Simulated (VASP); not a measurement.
# SnO2: relaxation of cell and atoms with LDA

SnO2:

```
Sn O
1.0
     4.71742    0.00000    0.00000
     0.00000    4.72740    0.00000
     0.00000    0.00000    3.18561
Sn O
2 4
Direct
  0.50000 0.50000 0.50000
  0.00000 0.00000 0.00000
  0.30426 0.30786 0.00000
  0.80426 0.19214 0.50000
  0.19574 0.80786 0.50000
  0.69574 0.69214 0.00000
```

```yaml
Program: VASP 6.6.1
Task: relaxation of cell and atoms
Functional: LDA
Potentials_or_basis: VASP PAW LDA potentials, release 64 (Sn_d, O)
Cutoff: 600 eV
k_mesh: 6 × 6 × 8
Occupations: gaussian, width 0.02 eV
Spin: no spin polarisation
Dipole_correction: no
Further_INCAR_settings: ALGO = Normal; EDIFF = 1e-07; IBRION = 2; EDIFFG = -0.002; NSW = 100; ISIF = 3
```

The relaxed volume is 11.90 Å³/atom, the relaxed cell is a = 4.728 Å, b = 4.726 Å, c = 3.196 Å, α = 90.00°, β = 90.00°, γ = 90.00° and the space group after relaxing (to 0.1 Å) is P4_2/mnm (No. 136). The energy gained by relaxing is 0.3 meV/atom and the ionic steps are 21. The pressure after relaxing is 0.0 GPa and the band gap on the k mesh is 1.15 eV.

The path:
```tsv
step	energy change (eV)	largest force (eV/Å)	pressure (GPa)	volume (Å³)
1	0.0000	0.0314	1.24	71.04
2	0.0017	0.0603	-1.76	71.99
3	-0.0017	0.0099	-0.02	71.43
4	-0.0017	0.0105	-0.07	71.44
5	-0.0018	0.0071	-0.03	71.43
6	-0.0018	0.0058	-0.03	71.42
7	-0.0018	0.0059	0.06	71.40
8	-0.0018	0.0058	0.04	71.40
9	-0.0018	0.0058	0.03	71.41
10	-0.0018	0.0052	0.01	71.41
11	-0.0018	0.0045	-0.01	71.42
12	-0.0018	0.0059	-0.07	71.45
13	-0.0018	0.0058	-0.06	71.45
14	-0.0019	0.0051	-0.03	71.44
15	-0.0019	0.0037	0.01	71.42
16	-0.0019	0.0010	0.10	71.39
17	-0.0019	0.0025	0.05	71.41
18	-0.0019	0.0025	0.02	71.41
19	-0.0019	0.0028	-0.02	71.43
20	-0.0019	0.0027	-0.03	71.43
21	-0.0019	0.0011	0.00	71.42
```

Final structure:
```
Sn O
1.0
     4.72824    0.00000    0.00000
     0.00000    4.72587    0.00000
     0.00000    0.00000    3.19623
Sn O
2 4
Cartesian
  2.3641 2.3629 1.5981
  0.0000 0.0000 0.0000
  1.4471 1.4462 0.0000
  3.8112 0.9167 1.5981
  0.9170 3.8092 1.5981
  3.2812 3.2796 0.0000
```

Levels at points of the mesh, in eV from the valence-band top:
```
           k point  band 24  band 25  band 26  band 27  band 28  band 29
(0.00, 0.00, 0.00)    -0.81    -0.80     0.00     1.15     5.92     6.05
(0.50, 0.00, 0.00)    -1.24    -0.65    -0.65     4.31     4.31     6.81
(0.00, 0.50, 0.00)    -1.24    -0.65    -0.65     4.31     4.31     6.81
(0.50, 0.50, 0.00)    -1.37    -0.91    -0.91     4.70     4.70     7.29
(0.00, 0.00, 0.50)    -1.72    -1.28    -1.28     6.03     6.03     9.52
(0.50, 0.00, 0.50)    -1.13    -0.72    -0.72     6.31     6.31     7.88
(0.00, 0.50, 0.50)    -1.13    -0.72    -0.72     6.31     6.31     7.88
(0.50, 0.50, 0.50)    -0.99    -0.84    -0.84     4.69     4.69     8.63
```

Run time: 46 min on 1 thread of Intel Xeon 8259CL, with other jobs on the host, peak memory 0.3 GiB.

Caveat: spin-orbit coupling is left out, which moves the levels of the heavy elements.
